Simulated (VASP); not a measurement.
# MoS2 (P-3m1) in VASP: further runs, part 2 of 2

VASP 6.6.1.

## (4) Single point, PBE+D3(BJ)

This run uses another cell than the first one, of 16.36 Å³/atom.

Contents of INCAR:

```
SYSTEM = MoS2
ALGO = Normal ; EDIFF = 1E-6
ENCUT = 520 ; GGA = PE
ISIF = 2 ; ISMEAR = 0
IVDW = 12 ; LASPH = .TRUE.
LCHARG = .FALSE. ; LREAL = .FALSE.
LWAVE = .FALSE. ; NBANDS = 35
NELM = 60 ; PREC = Accurate
SIGMA = 0.05
```

Contents of KPOINTS:

```
k-points
0
G
  12 12 4
  0 0 0
```

Contents of POSCAR:

```
MoS2
1.0
    3.1179000000      0.0000000000      0.0000000000
   -1.5589500000      2.7001806064      0.0000000000
    0.0000000000      0.0000000000     11.6603000000
Mo S
2 4
Direct
    0.6666666667      0.3333333333      0.2501439769
    0.3333333333      0.6666666667      0.7498560231
    0.3333333333      0.6666666667      0.3795985159
    0.6666666667      0.3333333333      0.8793132861
    0.3333333333      0.6666666667      0.1206867139
    0.6666666667      0.3333333333      0.6204014841
```

Potentials or basis: VASP PAW PBE potentials, release 64 (Mo_sv, S).

The run is started by

```bash
$ cat potpaw_PBE.64/Mo_sv/POTCAR potpaw_PBE.64/S/POTCAR > POTCAR
$ mpirun -np 1 vasp_std > vasp.out
```

OUTCAR:

```text
SYSTEM = MoS2
   EDIFF = 1E-6
   ENCUT = 520
   GGA = PE
   ISIF = 2
   ISMEAR = 0
   IVDW = 12
   LASPH = .TRUE.
   LREAL = .FALSE.
   NELM = 60
   PREC = Accurate
 IVDW          = 12

 ion  position               nearest neighbor table
   1  0.667  0.333  0.250-   3 2.35   3 2.35   3 2.35   5 2.35   5 2.35   5 2.35
   2  0.333  0.667  0.750-   6 2.35   6 2.35   6 2.35   4 2.35   4 2.35   4 2.35
   3  0.333  0.667  0.380-   1 2.35   1 2.35   1 2.35
   4  0.667  0.333  0.879-   2 2.35   2 2.35   2 2.35
   5  0.333  0.667  0.121-   1 2.35   1 2.35   1 2.35
   6  0.667  0.333  0.620-   2 2.35   2 2.35   2 2.35

  LATTYP: Found a hexagonal cell.
 ALAT       =     3.1179000000
 C/A-ratio  =     3.7397928093

  Lattice vectors:

 A1 = (   3.1179000000,   0.0000000000,   0.0000000000)
 A2 = (  -1.5589500000,   2.7001806064,   0.0000000000)
 A3 = (   0.0000000000,   0.0000000000,  11.6603000000)

Analysis of symmetry for initial positions (statically):
=====================================================================
 Subroutine PRICEL returns:
 Original cell was already a primitive cell.

 Routine SETGRP: Setting up the symmetry group for a
 hexagonal supercell.

 Subroutine GETGRP returns: Found 12 space group operations
 (whereof 12 operations were pure point group operations)
 out of a pool of 24 trial point group operations.

The static configuration has the point symmetry D_3d.

Analysis of symmetry for dynamics (positions and initial velocities):
=====================================================================
 Subroutine PRICEL returns:
 Original cell was already a primitive cell.

 Routine SETGRP: Setting up the symmetry group for a
 hexagonal supercell.

 Subroutine GETGRP returns: Found 12 space group operations
 (whereof 12 operations were pure point group operations)
 out of a pool of 24 trial point group operations.

The dynamic configuration has the point symmetry D_3d.

 Subroutine INISYM returns: Found 12 space group operations
 (whereof 12 operations are pure point group operations),
 and found     1 'primitive' translations

----------------------------------------------------------------------------------------

                                     Primitive cell

  volume of cell :      98.1668

  direct lattice vectors                    reciprocal lattice vectors
     3.117900000  0.000000000  0.000000000     0.320728696  0.185172799  0.000000000
    -1.558950000  2.700180606  0.000000000     0.000000000  0.370345597  0.000000000
     0.000000000  0.000000000 11.660300000     0.000000000  0.000000000  0.085761087

  length of vectors
     3.117900000  3.117900000 11.660300000     0.370345597  0.370345597  0.085761087

  position of ions in fractional coordinates (direct lattice)
     0.666666667  0.333333333  0.250143977
     0.333333333  0.666666667  0.749856023
     0.333333333  0.666666667  0.379598516
     0.666666667  0.333333333  0.879313286
     0.333333333  0.666666667  0.120686714
     0.666666667  0.333333333  0.620401484

  ion indices of the primitive-cell ions
   primitive index   ion index
                 1           1
                 2           2
                 3           3
                 4           4
                 5           5
[... 29 lines left out ...]
            Coordinates               Weight
  0.000000  0.000000  0.000000      1.000000
  0.083333  0.000000  0.000000      6.000000
  0.166667  0.000000  0.000000      6.000000
  0.250000  0.000000  0.000000      6.000000
  0.333333 -0.000000  0.000000      6.000000
  0.416667  0.000000  0.000000      6.000000
[... 16 lines left out ...]
  0.166667  0.000000  0.250000      6.000000
  0.000000  0.166667  0.250000      6.000000
 [... further k-points ...]
   k-points           NKPTS =     69   k-points in BZ     NKDIM =     69   number of bands    NBANDS=     35
   number of dos      NEDOS =    301   number of ions     NIONS =      6
   total plane-waves  NPLWV =  51840
   dimension x,y,z NGX =    24 NGY =   24 NGZ =   90
   dimension x,y,z NGXF=    48 NGYF=   48 NGZF=  180
   ions per type =               2   4
   NGX,Y,Z   is equivalent  to a cutoff of  12.80, 12.80, 12.83 a.u.
   NGXF,Y,Z  is equivalent  to a cutoff of  25.59, 25.59, 25.66 a.u.
 SYSTEM =  MoS2
   PREC   = accura    normal or accurate (medium, high low for compatibility)
   ISTART =      0    job   : 0-new  1-cont  2-samecut
   ICHARG =      2    charge: 1-file 2-atom 10-const
   ISPIN  =      1    spin polarized calculation?
   LNONCOLLINEAR =      F non collinear calculations
   LSORBIT =      F    spin-orbit coupling
   LASPH  =      T    aspherical Exc in radial PAW
   ENCUT  =  520.0 eV  38.22 Ry    6.18 a.u.   5.80  5.80 21.68*2*pi/ulx,y,z
   NELM   =     60;   NELMIN=  2; NELMDL= -5     # of ELM steps
   EDIFF  = 0.1E-05   stopping-criterion for ELM
   LREAL  =      F    real-space projection
   EDIFFG = 0.1E-04   stopping-criterion for IOM
   NSW    =      0    number of steps for IOM
   IBRION =     -1    ionic relax: 0-MD 1-quasi-New 2-CG
   NFREE  =      0    steps in history (QN), initial steepest desc. (CG)
   ISIF   =      2    stress and relaxation
   ISYM   =      2    0-nonsym 1-usesym 2-fastsym
   POTIM  = 0.5000    time-step for ionic-motion
   TEBEG  =    0.0;   TEEND  =   0.0 temperature during run
   PSTRESS=    0.0 pullay stress
   NELECT =      52.0000    total number of electrons
   NUPDOWN=      -1.0000    fix difference up-down
   EMIN   =  10.00;   EMAX   =-10.00  energy-range for DOS
   EFERMI =   0.00;   METHOD = LEGACY
   ISMEAR =     0;   SIGMA  =   0.05  broadening in eV -4-tet -1-fermi 0-gaus
   EFERMI_NEDOS =   21; number of points for ismear=-14 and -15
   IALGO  =     38    algorithm
   IMIX   =      4    mixing-type and parameters
     AMIX     =   0.40;   BMIX     =  1.00
     AMIX_MAG =   1.60;   BMIX_MAG =  1.00
  volume/ion in A,a.u.               =      16.36       110.41
  Fermi-wavevector in a.u.,A,eV,Ry     =   1.324609  2.503148 23.872633  1.754589
  Thomas-Fermi vector in A             =   2.454131
   LORBIT       =      0    0 simple, 1 ext, 2 COOP (PROOUT), +10 PAW based schemes
   GGA     = PE    functional components
   LHFCALC =     F    Hartree Fock is set to
   AEXX    =    0.0000 exact exchange contribution
   IVDW    =    12    specifies the selected vdW correction
   LEPSILON=     F    determine dielectric tensor
   LRPA    =     F    only Hartree local field effects (RPA)
 non-spin polarized calculation
 Gauss-broadening in eV      SIGMA  =   0.05
  energy-cutoff  :      520.00
  volume of cell :       98.17
 maximum number of plane-waves:      2668
   NGX = 11   NGY = 11   NGZ = 43

 number of electron      51.9999996 magnetization

 Free energy of the ion-electron system (eV)
  ---------------------------------------------------
  ext. energy  EPLUGINS =         0.00000000
  ---------------------------------------------------
  free energy    TOTEN  =       -43.18056291 eV

  energy without entropy =      -43.18056291  energy(sigma->0) =      -43.18056291

 E-fermi :   9.3708     XC(G=0): -11.2999

 val. band max:        8.9795751014   @ k =   0.0000   0.0000   0.0000
 cond. band min:       9.6158369382   @ k =   0.1667   0.1667   0.0000
 fundamental gap:      0.6362618369
 Fermi energy:         9.3707515772

 k-point     1 :       0.0000    0.0000    0.0000
  band No.  band energies     occupation
      1     -52.7939      2.00000
      2     -52.7939      2.00000
      3     -27.0044      2.00000
      4     -27.0041      2.00000
      5     -26.7350      2.00000
      6     -26.7350      2.00000
[... 901 lines left out ...]
     34      11.6583      0.00000
     35      16.0644      0.00000

 [... further k-points ...]

------------------------ aborting loop because EDIFF is reached ----------------------------------------

 Edisp (eV)   -2.78229

 E8    (eV) :    -1.1218

  FORCE on cell =-STRESS in cart. coord.  units (eV):
  Direction    XX          YY          ZZ          XY          YZ          ZX
  --------------------------------------------------------------------------------------
  -------------------------------------------------------------------------------------
  Total       4.91960     4.91960     8.90487    -0.00000     0.00000     0.00000
  in kB      80.29258    80.29258   145.33605    -0.00000     0.00000     0.00000
  external pressure =      101.97 kB  Pullay stress =        0.00 kB

 VOLUME and BASIS-vectors are now :
 -----------------------------------------------------------------------------
  energy-cutoff  :      520.00
  volume of cell :       98.17
      direct lattice vectors                 reciprocal lattice vectors
     3.117900000  0.000000000  0.000000000     0.320728696  0.185172799  0.000000000
    -1.558950000  2.700180606  0.000000000     0.000000000  0.370345597  0.000000000
     0.000000000  0.000000000 11.660300000     0.000000000  0.000000000  0.085761087

 POSITION                                       TOTAL-FORCE (eV/Angst)
 -----------------------------------------------------------------------------------
      1.55895      0.90006      2.91675         0.000000      0.000000     -0.001743
     -0.00000      1.80012      8.74355        -0.000000      0.000000      0.001743
     -0.00000      1.80012      4.42623         0.000000      0.000000      1.307609
      1.55895      0.90006     10.25306         0.000000      0.000000      1.311792
     -0.00000      1.80012      1.40724         0.000000     -0.000000     -1.311792
      1.55895      0.90006      7.23407        -0.000000      0.000000     -1.307609
 -----------------------------------------------------------------------------------
    total drift:                               -0.000000      0.000000      0.000000

  FREE ENERGIE OF THE ION-ELECTRON SYSTEM (eV)
  ---------------------------------------------------
  free  energy   TOTEN  =       -45.9628573385 eV

  energy  without entropy=      -45.9628573385  energy(sigma->0) =      -45.96285734
```

stdout:

```text
POSCAR found type information on POSCAR MoS
 POSCAR found :  2 types and       6 ions
 scaLAPACK will be used
 LDA part: xc-table for (Slater+PW92), standard interpolation
 POSCAR, INCAR and KPOINTS ok, starting setup
 FFT: planning ... GRIDC
 FFT: planning ... GRID_SOFT
 FFT: planning ... GRID
 WAVECAR not read
 entering main loop
```

Run time: 1.8 min. Hardware: 1 thread of Intel Xeon 6975P-C (Granite Rapids), shared host; peak memory 0.34 GiB.

What came out:

* Free energy: -45.9629 eV
* Pressure: 10.2 GPa
* Largest force: 1.312 eV/Å
* Band gap on the k mesh: 0.64 eV (least direct gap 1.69 eV)
* Dispersion energy per atom: -0.464 eV

Forces on the atoms (eV/Å):
```
Mo   0.000  0.000 -0.002
Mo   0.000  0.000  0.002
S    0.000  0.000  1.308
S    0.000  0.000  1.312
S    0.000  0.000 -1.312
S    0.000  0.000 -1.308
```

Stress tensor (GPa, compression positive):
```
 8.03  0.00  0.00
 0.00  8.03  0.00
 0.00  0.00 14.53
```

Caveat: the cell stands under pressure; forces of over 1 eV/Å act on the atoms, so gaps and moduli don't describe the material at rest.

## (5) Single point, PBE+D3(BJ)

This run uses another cell than the first one, of 16.38 Å³/atom.

Contents of INCAR:

```
SYSTEM = MoS2
ALGO = Normal ; EDIFF = 1E-7
ENCUT = 520 ; GGA = PE
ISIF = 2 ; ISMEAR = 0
IVDW = 12 ; LASPH = .TRUE.
LCHARG = .TRUE. ; LELF = .TRUE.
LREAL = .FALSE. ; LVHAR = .TRUE.
LWAVE = .FALSE. ; NBANDS = 35
NELM = 100 ; PREC = Accurate
SIGMA = 0.05
```

KPOINTS is that of step 4.

POSCAR: that of step 4 with these lines changed.

```diff
@@ -2,5 +2,5 @@
 1.0
-    3.1179000000      0.0000000000      0.0000000000
-   -1.5589500000      2.7001806064      0.0000000000
-    0.0000000000      0.0000000000     11.6603000000
+    3.1493479319      0.0000000000      0.0000000000
+   -1.5746739660      2.7274153144      0.0000000000
+    0.0000000000      0.0000000000     11.4426000000
 Mo S
```

The run is started by

```bash
$ cat potpaw_PBE.64/Mo_sv/POTCAR potpaw_PBE.64/S/POTCAR > POTCAR
$ mpirun -np 1 vasp_std > vasp.out
```

It took 92 s on 1 thread of Intel Xeon 6975P-C (Granite Rapids), shared host; peak memory 0.34 GiB.

The run converged. Its results:

```
Free energy                : -45.8596 eV
Pressure                   : 10.4 GPa
Largest force              : 1.651 eV/Å
Band gap on the k mesh     : 0.32 eV (least direct gap 1.53 eV)
Dispersion energy per atom : -0.463 eV
```

Forces on the atoms (eV/Å):
```
Mo   0.000  0.000 -0.002
Mo   0.000  0.000  0.002
S    0.000  0.000  1.646
S    0.000  0.000  1.651
S    0.000  0.000 -1.651
S    0.000  0.000 -1.646
```

Stress tensor (GPa, compression positive):
```
 6.32  0.00  0.00
 0.00  6.32  0.00
 0.00  0.00 18.62
```

Levels at points of the mesh, in eV from the valence-band top:
```
           k point  band 23  band 24  band 25  band 26  band 27  band 28  band 29  band 30
(0.00, 0.00, 0.00)    -3.00    -1.45    -1.00     0.00     1.64     1.64     1.67     1.67
(0.50, 0.00, 0.00)    -2.58    -2.25    -2.06    -1.74     1.03     1.12     1.56     1.82
(0.00, 0.00, 0.50)    -2.90    -2.89    -0.25    -0.24     1.64     1.64     1.64     1.64
(0.50, 0.00, 0.50)    -2.41    -2.41    -1.87    -1.87     1.07     1.07     1.71     1.71
```

Caveat: the cell stands under pressure; forces of over 1 eV/Å act on the atoms, so gaps and moduli don't describe the material at rest. A k mesh can miss the band edges.

## (6) Overview

```tsv
cell	gap on the mesh (eV)	pressure (GPa)	largest force (eV/Å)
a = 3.055, b = 3.055, c = 12.096 Å, angles 90.0, 90.0, 120.0°, 6 atoms	0.86	10.2	0.66
a = 3.086, b = 3.086, c = 11.878 Å, angles 90.0, 90.0, 120.0°, 6 atoms	0.75	10.1	0.98
a = 3.118, b = 3.118, c = 11.660 Å, angles 90.0, 90.0, 120.0°, 6 atoms	0.64	10.2	1.31
a = 3.149, b = 3.149, c = 11.443 Å, angles 90.0, 90.0, 120.0°, 6 atoms	0.32	10.4	1.65
```

Alike in all rows: task single point; level PBE+D3(BJ); potentials or basis VASP PAW PBE potentials, release 64 (Mo_sv, S); no spin polarisation; k mesh 12 × 12 × 4; cutoff (eV) 520; smearing gaussian 0.05 eV.

Caveats: the cell stands under pressure; forces of over 1 eV/Å act on the atoms, so gaps and moduli don't describe the material at rest (at least some runs).

Absolute energies hang on the potentials; compare differences alone.
